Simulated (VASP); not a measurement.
Here is a VASP 6.6.1 calculation.

POSCAR

```
CsI
1.0
    4.6537677457      0.0000000000      0.0000000000
    0.0000000000      4.6537677457      0.0000000000
    0.0000000000      0.0000000000      4.6537677457
Cs I
1 1
Direct
    0.0000000000      0.0000000000      0.0000000000
    0.5000000000      0.5000000000      0.5000000000
```

File INCAR.step1:

```
SYSTEM = CsI
ALGO = Normal
EDIFF = 1E-5
ENCUT = 550
GGA = PE
GGA_COMPAT = .False.
ISMEAR = 0
LASPH = .True.
LCHARG = .False.
LREAL = .False.
LWAVE = .True.
NBANDS = 15
NELM = 120
PREC = Accurate
SIGMA = 0.01
```

File INCAR.step2:

```
SYSTEM = CsI
ALGO = Normal
EDIFF = 1E-6
ENCUT = 550
GGA_COMPAT = .False.
ISIF = 2
ISMEAR = 0
ISTART = 1
LASPH = .True.
LCHARG = .False.
LMIXTAU = .True.
LREAL = .False.
LWAVE = .False.
METAGGA = R2SCAN
NBANDS = 15
NELM = 120
PREC = Accurate
SIGMA = 0.01
```

KPOINTS

```
k-points
0
Gamma
  4 4 4
  0 0 0
```

Potentials or basis: VASP PAW PBE potentials, release 64 (Cs_sv, I).

Command:

```console
$ cat potpaw_PBE.64/Cs_sv/POTCAR potpaw_PBE.64/I/POTCAR > POTCAR
$ cp INCAR.step1 INCAR
$ mpirun -np 1 vasp_std > vasp.out
$ cp INCAR.step2 INCAR
$ mpirun -np 1 vasp_std > vasp.out
```

(1) Estimate the pressure.

(2) Estimate the band gap on the k mesh.

## Answers

(1) -0.3 GPa.

(2) 4.39 eV, indirect (least direct gap 4.49 eV).

Caveat: the PAW data sets were made with another functional, which shifts forces and pressure a little; spin-orbit coupling is left out, which moves the levels of the heavy elements.
